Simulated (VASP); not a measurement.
# Ta2C (P-3m1) in VASP: a series of runs

The runs below take Ta2C through single point, relaxation of cell and atoms, relaxation of shape and atoms at fixed volume, with PBEsol.

Program: VASP 6.6.1. These are calculated values, not measurements. Logs are shortened: lines on timing, memory, paths and dates and some standing lists are left out, and cuts for length are marked.

### 1 The cell of the first run

The structure is trigonal, space group P-3m1 (No. 164). Conventional cell: a = 3.072 Å, b = 3.072 Å, c = 5.069 Å, α = 90.00°, β = 90.00°, γ = 120.00°. Within 2.9 Å of Ta (site symmetry 3m) lie 3 C at 2.18 Å. C (site symmetry -3m) has 6 Ta at 2.18 Å within 2.9 Å.

### 2 Single point, PBEsol (uniaxial strain along c: +3.0 %)

Input file INCAR:

```
SYSTEM = Ta2C
  PREC = Accurate
  ENCUT = 520
  EDIFF = 1E-6
  ISMEAR = 0
  SIGMA = 0.1
  LREAL = .False.
  LASPH = .True.
  NELM = 100
  ALGO = Normal
  ISIF = 2
  LWAVE = .False.
  LCHARG = .False.
  GGA = PS
  NBANDS = 20
```

Input file KPOINTS:

```
Automatic mesh
0
Gamma
  18 18 10
  0 0 0
```

Input file POSCAR:

```
Ta2C
1.0
    3.0720859413      0.0000000000      0.0000000000
   -1.5360429707      2.6605044678      0.0000000000
    0.0000000000      0.0000000000      5.0687127040
Ta C
2 1
Direct
    0.3333333332      0.6666666668      0.2517255401
    0.6666666668      0.3333333332      0.7482744599
    0.0000000000      0.0000000000      0.0000000000
```

Potentials or basis: VASP PAW PBE potentials, release 64 (Ta_pv, C).

The run is started by

```
cat potpaw_PBE.64/Ta_pv/POTCAR potpaw_PBE.64/C/POTCAR > POTCAR
mpirun -np 1 vasp_std > vasp.out
```

OUTCAR:

```text
SYSTEM = Ta2C
   PREC = Accurate
   ENCUT = 520
   EDIFF = 1E-6
   ISMEAR = 0
   LREAL = .False.
   LASPH = .True.
   NELM = 100
   ISIF = 2
   GGA = PS

 ion  position               nearest neighbor table
   1  0.333  0.667  0.252-   3 2.18   3 2.18   3 2.18   2 3.08   2 3.08   2 3.08   2 3.11   2 3.11
                             2 3.11
   2  0.667  0.333  0.748-   3 2.18   3 2.18   3 2.18   1 3.08   1 3.08   1 3.08   1 3.11   1 3.11
                             1 3.11
   3  0.000  0.000  0.000-   1 2.18   2 2.18   2 2.18   1 2.18   2 2.18   1 2.18

  LATTYP: Found a hexagonal cell.
 ALAT       =     3.0720859413
 C/A-ratio  =     1.6499254255

  Lattice vectors:

 A1 = (   3.0720859413,   0.0000000000,   0.0000000000)
 A2 = (  -1.5360429707,   2.6605044678,   0.0000000000)
 A3 = (   0.0000000000,   0.0000000000,   5.0687127040)

Analysis of symmetry for initial positions (statically):
=====================================================================
 Subroutine PRICEL returns:
 Original cell was already a primitive cell.

 Routine SETGRP: Setting up the symmetry group for a
 hexagonal supercell.

 Subroutine GETGRP returns: Found 12 space group operations
 (whereof 12 operations were pure point group operations)
 out of a pool of 24 trial point group operations.

The static configuration has the point symmetry D_3d.

Analysis of symmetry for dynamics (positions and initial velocities):
=====================================================================
 Subroutine PRICEL returns:
 Original cell was already a primitive cell.

 Routine SETGRP: Setting up the symmetry group for a
 hexagonal supercell.

 Subroutine GETGRP returns: Found 12 space group operations
 (whereof 12 operations were pure point group operations)
 out of a pool of 24 trial point group operations.

The dynamic configuration has the point symmetry D_3d.

 Subroutine INISYM returns: Found 12 space group operations
 (whereof 12 operations are pure point group operations),
 and found     1 'primitive' translations

----------------------------------------------------------------------------------------

                                     Primitive cell

  volume of cell :      41.4281

  direct lattice vectors                    reciprocal lattice vectors
     3.072085941  0.000000000  0.000000000     0.325511727  0.187934283  0.000000000
    -1.536042971  2.660504468  0.000000000     0.000000000  0.375868566  0.000000000
     0.000000000  0.000000000  5.068712704     0.000000000  0.000000000  0.197288751

  length of vectors
     3.072085941  3.072085941  5.068712704     0.375868566  0.375868566  0.197288751

[... 85 lines left out ...]
   NSW    =      0    number of steps for IOM
   IBRION =     -1    ionic relax: 0-MD 1-quasi-New 2-CG
   NFREE  =      0    steps in history (QN), initial steepest desc. (CG)
   ISIF   =      2    stress and relaxation
   ISYM   =      2    0-nonsym 1-usesym 2-fastsym
   POTIM  = 0.5000    time-step for ionic-motion
   TEBEG  =    0.0;   TEEND  =   0.0 temperature during run
   PSTRESS=    0.0 pullay stress
   NELECT =      26.0000    total number of electrons
   NUPDOWN=      -1.0000    fix difference up-down
   EMIN   =  10.00;   EMAX   =-10.00  energy-range for DOS
   EFERMI =   0.00;   METHOD = LEGACY
   ISMEAR =     0;   SIGMA  =   0.10  broadening in eV -4-tet -1-fermi 0-gaus
   EFERMI_NEDOS =   21; number of points for ismear=-14 and -15
   IALGO  =     38    algorithm
   IMIX   =      4    mixing-type and parameters
     AMIX     =   0.40;   BMIX     =  1.00
     AMIX_MAG =   1.60;   BMIX_MAG =  1.00
  volume/ion in A,a.u.               =      13.81        93.19
  Fermi-wavevector in a.u.,A,eV,Ry     =   1.401633  2.648702 26.729661  1.964575
  Thomas-Fermi vector in A             =   2.524475
   LORBIT       =      0    0 simple, 1 ext, 2 COOP (PROOUT), +10 PAW based schemes
   GGA     = PS    functional components
   LHFCALC =     F    Hartree Fock is set to
   AEXX    =    0.0000 exact exchange contribution
   IVDW    =     0    specifies the selected vdW correction
   LEPSILON=     F    determine dielectric tensor
   LRPA    =     F    only Hartree local field effects (RPA)
 non-spin polarized calculation
 Gauss-broadening in eV      SIGMA  =   0.10
  energy-cutoff  :      520.00
  volume of cell :       41.43
 maximum number of plane-waves:      1128
 NGX is ok and might be reduce to    24
   NGX = 11   NGY = 11   NGZ = 19

 number of electron      26.0000004 magnetization

 Free energy of the ion-electron system (eV)
  ---------------------------------------------------
  ext. energy  EPLUGINS =         0.00000000
  ---------------------------------------------------
  free energy    TOTEN  =       -36.65714449 eV

  energy without entropy =      -36.65363630  energy(sigma->0) =      -36.65539040

 E-fermi :   6.3892     XC(G=0): -12.8665

 val. band max:        6.3863990948   @ k =  -0.1111   0.4444   0.4000
 cond. band min:       6.4020813491   @ k =  -0.1667   0.3889   0.4000
 fundamental gap:      0.0156822543
 Fermi energy:         6.3892383707

 k-point     1 :       0.0000    0.0000    0.0000
  band No.  band energies     occupation
      1     -28.4107      2.00000
      2     -27.7157      2.00000
      3     -27.7157      2.00000
      4     -27.6253      2.00000
      5     -27.6253      2.00000
      6     -27.6062      2.00000
[... 541 lines left out ...]
     19      12.1978      0.00000
     20      12.4176      0.00000

 [... further k-points ...]

------------------------ aborting loop because EDIFF is reached ----------------------------------------

  FORCE on cell =-STRESS in cart. coord.  units (eV):
  Direction    XX          YY          ZZ          XY          YZ          ZX
  --------------------------------------------------------------------------------------
  -------------------------------------------------------------------------------------
  Total        0.2862780      0.2862780     -3.1500135     -0.0000000     -0.0000000      0.0000000
  in kB       11.0714254     11.0714254   -121.8226299     -0.0000000     -0.0000000      0.0000000
  external PRESSURE =     -33.2265931 kB  Pullay stress =       0.0000000 kB

 VOLUME and BASIS-vectors are now :
 -----------------------------------------------------------------------------
  energy-cutoff  :      520.00
  volume of cell :       41.43
      direct lattice vectors                 reciprocal lattice vectors
     3.072085941  0.000000000  0.000000000     0.325511727  0.187934283  0.000000000
    -1.536042971  2.660504468  0.000000000     0.000000000  0.375868566  0.000000000
     0.000000000  0.000000000  5.068712704     0.000000000  0.000000000  0.197288751

 POSITION                                       TOTAL-FORCE (eV/Angst)
 -----------------------------------------------------------------------------------
     -0.00000      1.77367      1.27592         0.000000     -0.000000     -0.038816
      1.53604      0.88683      3.79279         0.000000      0.000000      0.038816
      0.00000      0.00000      0.00000        -0.000000      0.000000     -0.000000
 -----------------------------------------------------------------------------------
    total drift:                                0.000000     -0.000000      0.000000

  FREE ENERGIE OF THE ION-ELECTRON SYSTEM (eV)
  ---------------------------------------------------
  free  energy   TOTEN  =       -36.6571444920 eV

  energy  without entropy=      -36.6536363033  energy(sigma->0) =      -36.65539040
```

OSZICAR:

```text
N       E                     dE             d eps       ncg     rms          rms(c)
DAV:   1     0.197280285547E+03    0.19728E+03   -0.14898E+04 13200   0.136E+03
DAV:   2    -0.324328779108E+02   -0.22971E+03   -0.22432E+03 14996   0.379E+02
DAV:   3    -0.405355114994E+02   -0.81026E+01   -0.80067E+01 16896   0.637E+01
DAV:   4    -0.406273917784E+02   -0.91880E-01   -0.91666E-01 16268   0.665E+00
DAV:   5    -0.406282127044E+02   -0.82093E-03   -0.82058E-03 16348   0.590E-01    0.280E+01
DAV:   6    -0.369170912771E+02    0.37111E+01   -0.17673E+01 16460   0.238E+01    0.119E+01
DAV:   7    -0.367059272124E+02    0.21116E+00   -0.14559E+00 14880   0.740E+00    0.566E+00
DAV:   8    -0.366618912793E+02    0.44036E-01   -0.18800E-01 16036   0.289E+00    0.521E-01
DAV:   9    -0.366575606604E+02    0.43306E-02   -0.21862E-02 16164   0.889E-01    0.192E-01
DAV:  10    -0.366572008535E+02    0.35981E-03   -0.33255E-03 17024   0.453E-01    0.551E-02
DAV:  11    -0.366571447154E+02    0.56138E-04   -0.37140E-04 15500   0.122E-01    0.278E-02
DAV:  12    -0.366571447582E+02   -0.42805E-07   -0.24597E-05 15296   0.371E-02    0.706E-03
DAV:  13    -0.366571444920E+02    0.26617E-06   -0.45288E-06 15140   0.134E-02
   1 F= -.36657144E+02 E0= -.36655390E+02  d E =-.350819E-02
```

stdout:

```text
POSCAR found type information on POSCAR TaC
 POSCAR found :  2 types and       3 ions
 scaLAPACK will be used
 -----------------------------------------------------------------------------
|                                                                             |
|                                                                             |
|     You enforced a specific xc type in the INCAR file but a different       |
|     I HOPE YOU KNOW WHAT YOU ARE DOING!                                     |
|                                                                             |
 -----------------------------------------------------------------------------

 LDA part: xc-table for (Slater+PW92), standard interpolation
 POSCAR, INCAR and KPOINTS ok, starting setup
 FFT: planning ... GRIDC
 FFT: planning ... GRID_SOFT
 FFT: planning ... GRID
 WAVECAR not read
 entering main loop
```

Run time: 4.5 min. Hardware: 1 thread of Intel Xeon 8259CL, shared host; peak memory 0.36 GiB.

What came out:

| Item | Value |
| --- | --- |
| Free energy | -36.6571 eV |
| Pressure | -3.3 GPa |
| Largest force | 0.039 eV/Å |
| Band gap on the k mesh | zero (bands 13 and 14 overlap by 0.63 eV) |

Forces in eV/Å, atoms in the order of the input:
```
Ta   0.000  0.000 -0.039
Ta   0.000  0.000  0.039
C    0.000  0.000  0.000
```

Stress tensor (GPa, compression positive):
```
  1.11   0.00   0.00
  0.00   1.11   0.00
  0.00   0.00 -12.18
```

Levels at points of the mesh, in eV from the Fermi level:
```tsv
k point	band 11	band 12	band 13	band 14	band 15	band 16
(0.00, 0.00, 0.00)	-3.21	-0.35	0.47	0.47	1.35	1.35
(0.50, 0.00, 0.00)	-3.74	-1.71	-0.27	2.85	3.72	4.50
(0.00, 0.00, 0.50)	-2.05	-1.76	-0.17	-0.17	2.89	2.89
(0.50, 0.00, 0.50)	-2.69	-1.12	-0.96	1.33	1.68	4.51
```

Caveat: the cell differs from its parent crystal (uniaxial strain along c: +3.0 %); the stress differs along the axes, from -12 to 1 GPa; the PAW data sets were made with another functional, which shifts forces and pressure a little; spin-orbit coupling is left out, which moves the levels of the heavy elements.

### 3 Single point, PBEsol (uniaxial strain along c: +3.0 %, then relaxed in part)

Input file INCAR:

```
SYSTEM = Ta2C
ALGO = Normal
EDIFF = 1E-7
ENCUT = 520
GGA = PS
ISIF = 2
ISMEAR = 0
LASPH = .True.
LCHARG = .False.
LREAL = .False.
LWAVE = .False.
NBANDS = 20
NELM = 100
PREC = Accurate
SIGMA = 0.1
```

Input file KPOINTS:

```
k-points
0
Gamma
  18 18 10
  0 0 0
```

Input file POSCAR:

```
Ta2C
1.0
    3.0758499445      0.0000000000      0.0000000000
   -1.5379249723      2.6637641901      0.0000000000
    0.0000000000      0.0000000000      5.0687127040
Ta C
2 1
Direct
    0.3333333341      0.6666666659      0.2510018481
    0.6666666659      0.3333333341      0.7489981519
    0.0000000000      0.0000000000      0.0000000000
```

Potentials or basis: VASP PAW PBE potentials, release 64 (Ta_pv, C).

The run is started by

```
cat potpaw_PBE.64/Ta_pv/POTCAR potpaw_PBE.64/C/POTCAR > POTCAR
mpirun -np 1 vasp_std > vasp.out
```

Wall time 4.6 min (1 thread of Intel Xeon 8259CL, shared host); peak memory 0.36 GiB.

It converged, with:

| Quantity | Value |
| --- | --- |
| Free energy | -36.6577 eV |
| Pressure | -3.7 GPa |
| Largest force | 0.044 eV/Å |
| Band gap on the k mesh | zero (bands 13 and 14 overlap by 0.63 eV) |

Forces in eV/Å, atoms in the order of the input:
```
Ta   0.000  0.000  0.044
Ta   0.000  0.000 -0.044
C    0.000  0.000  0.000
```

Stress tensor (GPa, compression positive):
```
  0.49   0.00   0.00
  0.00   0.49   0.00
  0.00   0.00 -12.13
```

Levels at points of the mesh, in eV from the Fermi level:
```tsv
k point	band 10	band 11	band 12	band 13	band 14	band 15	band 16	band 17
(0.00, 0.00, 0.00)	-3.47	-3.20	-0.34	0.46	0.46	1.34	1.34	2.39
(0.50, 0.00, 0.00)	-3.89	-3.72	-1.70	-0.28	2.89	3.69	4.49	5.16
(0.00, 0.00, 0.50)	-3.67	-2.01	-1.77	-0.17	-0.17	2.86	2.86	3.32
(0.50, 0.00, 0.50)	-3.51	-2.68	-1.11	-0.96	1.37	1.69	4.48	4.91
```

Caveat: the cell differs from its parent crystal (uniaxial strain along c: +3.0 %, then relaxed in part); the stress differs along the axes, from -12 to 0 GPa; the PAW data sets were made with another functional, which shifts forces and pressure a little; spin-orbit coupling is left out, which moves the levels of the heavy elements.

(Continued in part 2 of 2.)
